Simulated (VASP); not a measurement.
Write the native input for VASP 6.6.1 that does the following.

| Item | Value |
| --- | --- |
| Task | single point |
| Functional | r2SCAN |
| Potentials or basis | VASP PAW PBE potentials, release 64 (Al, O) |
| Cutoff | 520 eV |
| k mesh | 2 × 2 × 2 |
| Occupations | methfessel-paxton, width 0.1 eV |
| Spin | no spin polarisation |
| Dipole correction | no |
| Further INCAR settings | LREAL = Auto; ALGO = Normal; EDIFF = 1e-07; NBANDS = 81 |

System: Al36O (a cell with a defect).

```
Al O
1.0
     0.00000    6.05839    6.05839
     6.05839    0.00000    6.05839
     8.07786    8.07786    0.00000
Al O
36 1
Direct
  0.00047 0.99891 0.99859
  0.00153 0.00000 0.24747
  0.00171 0.00017 0.49935
  0.00011 0.99854 0.75027
  0.00108 0.33594 0.99790
  0.00055 0.33502 0.24925
  0.99988 0.33524 0.49818
  0.98459 0.33816 0.75285
  0.00129 0.66605 0.99967
  0.00064 0.66807 0.24759
  0.99954 0.66916 0.49637
  0.00027 0.66875 0.74979
  0.33749 0.99953 0.99791
  0.33658 0.99899 0.24926
  0.33682 0.99831 0.49819
  0.33969 0.98301 0.75291
  0.33458 0.33304 0.00100
  0.33413 0.33254 0.24839
  0.34251 0.34108 0.48266
  0.34103 0.33947 0.75244
  0.33507 0.66505 0.00012
  0.33739 0.66886 0.24500
  0.33742 0.66728 0.49712
  0.33594 0.66678 0.74806
  0.66761 0.99973 0.99967
  0.66965 0.99907 0.24758
  0.67067 0.99802 0.49637
  0.67031 0.99870 0.74979
  0.66663 0.33353 0.00010
  0.67038 0.33582 0.24502
  0.66882 0.33586 0.49712
  0.66832 0.33437 0.74806
  0.66802 0.66647 0.99870
  0.66863 0.66705 0.24819
  0.66854 0.66697 0.49807
  0.66875 0.66721 0.74771
  0.25273 0.25114 0.68397
```

One way to write it, as run:

POSCAR

```
Al36O
1.0
    0.0000000000      6.0583944000      6.0583944000
    6.0583944000      0.0000000000      6.0583944000
    8.0778592000      8.0778592000      0.0000000000
Al O
36 1
Direct
    0.0004733700     -0.0010889100     -0.0014083400
    0.0015251000     -0.0000045900      0.2474702000
    0.0017066600      0.0001653200      0.4993511200
    0.0001052100     -0.0014598800      0.7502662600
    0.0010802700      0.3359433200     -0.0021008500
    0.0005509500      0.3350218200      0.2492500000
   -0.0001224000      0.3352389800      0.4981779100
   -0.0154050100      0.3381615000      0.7528469900
    0.0012886500      0.6660512500     -0.0003288800
    0.0006387200      0.6680734200      0.2475899600
   -0.0004592500      0.6691590200      0.4963670800
    0.0002718600      0.6687530800      0.7497870100
    0.3374914500     -0.0004691800     -0.0020889000
    0.3365837100     -0.0010058200      0.2492623400
    0.3368238200     -0.0016861900      0.4981884600
    0.3396857700     -0.0169878400      0.7529101600
    0.3345844800      0.3330400900      0.0009965000
    0.3341278300      0.3325442000      0.2483892400
    0.3425056100      0.3410797100      0.4826566400
    0.3410316400      0.3394686700      0.7524425400
    0.3350687200      0.6650459900      0.0001247300
    0.3373884300      0.6688615300      0.2449977400
    0.3374244700      0.6672815700      0.4971186000
    0.3359356100      0.6667750900      0.7480624900
    0.6676098500     -0.0002674100     -0.0003304100
    0.6696481800     -0.0009347300      0.2475808600
    0.6706656500     -0.0019760500      0.4963682900
    0.6703094300     -0.0012987700      0.7497872100
    0.6666315200      0.3335294000      0.0000955000
    0.6703814700      0.3358219000      0.2450208400
    0.6688198800      0.3358606100      0.4971205900
    0.6683210300      0.3343710700      0.7480631400
    0.6680235500      0.6664711600     -0.0012960000
    0.6686289900      0.6670464900      0.2481908300
    0.6685382900      0.6669665700      0.4980665400
    0.6687463900      0.6672141400      0.7477060700
    0.2527338300      0.2511428100      0.6839681300
```

INCAR.step1

```
ALGO = Normal
EDIFF = 1E-4
ENCUT = 520
GGA = PE
ISMEAR = 1
LASPH = True
LCHARG = False
LREAL = Auto
LWAVE = True
NBANDS = 81
NELM = 100
PREC = Accurate
SIGMA = 0.1
```

INCAR.step2

```
ALGO = Normal
EDIFF = 1E-7
ENCUT = 520
ISIF = 2
ISMEAR = 1
ISTART = 1
LASPH = True
LCHARG = True
LELF = True
LMIXTAU = True
LREAL = Auto
LVHAR = True
LWAVE = False
METAGGA = R2SCAN
NBANDS = 81
NELM = 100
PREC = Accurate
SIGMA = 0.1
```

KPOINTS

```
k-points
0
Gamma
  2 2 2
```

Potentials or basis: VASP PAW PBE potentials, release 64 (Al, O).

Run with:

```bash
$ cat potpaw_PBE.64/Al/POTCAR potpaw_PBE.64/O/POTCAR > POTCAR
$ cp INCAR.step1 INCAR
$ mpirun -np 1 vasp_std > vasp.out
$ cp INCAR.step2 INCAR
$ mpirun -np 1 vasp_std > vasp.out
```

It gave:

- Pressure: -1.8 GPa
- Largest force: 0.273 eV/Å
- Band gap on the k mesh: zero (bands 57 and 58 overlap by 0.81 eV)

Caveat: the k points lie up to 0.45 Å⁻¹ apart, too coarse for converged energies and pressures of a metal; the PAW data sets were made with another functional, which shifts forces and pressure a little.

Run time: 27 min on 1 thread of Intel(R) Xeon(R) 6975P-C (Granite Rapids) (shared host), peak memory 0.96 GiB.
